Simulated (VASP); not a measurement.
Co:

```
CELL_PARAMETERS angstrom
2.42876 0.00000 0.00000
-1.21438 2.10337 0.00000
0.00000 0.00000 3.91775
ATOMIC_POSITIONS crystal
Co 0.66667 0.33333 0.25000
Co 0.33333 0.66667 0.75000
```

Base run:

```yaml
Program: VASP 6.6.1
Functional: LDA
Potentials_or_basis: VASP PAW LDA potentials, release 64 (Co)
Cutoff: 520 eV
k_mesh: 24 × 24 × 12
Occupations: gaussian, width 0.15 eV
Spin: collinear spin, ferromagnetic start
Starting_moments: "[0.825, 0.825] μB"
Fixed_moment: 1.65 μB
```

Its results: pressure -8.8 GPa; site moments Co +0.82 μB.

Problem. The run is repeated on the same cell with these changes: fixed moment from 1.65 μB to 1.1 μB; moments at the start from [0.82, 0.82] to [0.55, 0.55]. What comes out?

Solution. Pressure -10.5 GPa; site moments Co +0.55 μB.

Caveats: the total moment is fixed, so each spin has its own Fermi level.
